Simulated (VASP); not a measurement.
Runs of VASP 6.6.1 on TaN. The structure is that of space group P-6m2 (No. 187), or close to it. The cells are those of the table. 

| cell | gap on the mesh (eV) | pressure (GPa) |
| --- | --- | --- |
| a = 2.814, b = 2.814, c = 2.978 Å, angles 90.0, 90.0, 120.0°, 2 atoms | none | (a) |
| a = 2.924, b = 2.924, c = 2.763 Å, angles 90.0, 90.0, 120.0°, 2 atoms | none | 17.7 |
| a = 2.851, b = 2.851, c = 2.907 Å, angles 90.0, 90.0, 120.0°, 2 atoms | none | 15.2 |
| a = 2.814, b = 2.814, c = 3.014 Å, angles 90.0, 90.0, 120.0°, 2 atoms | none | 10.5 |
| a = 2.814, b = 2.814, c = 2.942 Å, angles 90.0, 90.0, 120.0°, 2 atoms | none | (b) |

Alike in all rows: task single point; level PBEsol; potentials or basis VASP PAW PBE potentials, release 64 (Ta_pv, N); no spin polarisation; k mesh 18 × 18 × 16; cutoff (eV) 520; smearing gaussian 0.15 eV.

Task: Fill in the values left out.

Result: (a) 15.5; (b) 20.9.

Caveats: the cell stands under pressure; the PAW data sets were made with another functional, which shifts forces and pressure a little; spin-orbit coupling is left out, which moves the levels of the heavy elements.

A k mesh can miss the band edges, and the runs leave out spin-orbit coupling on Ta.

A gap of «none» marks levels without a gap at the run's occupations.
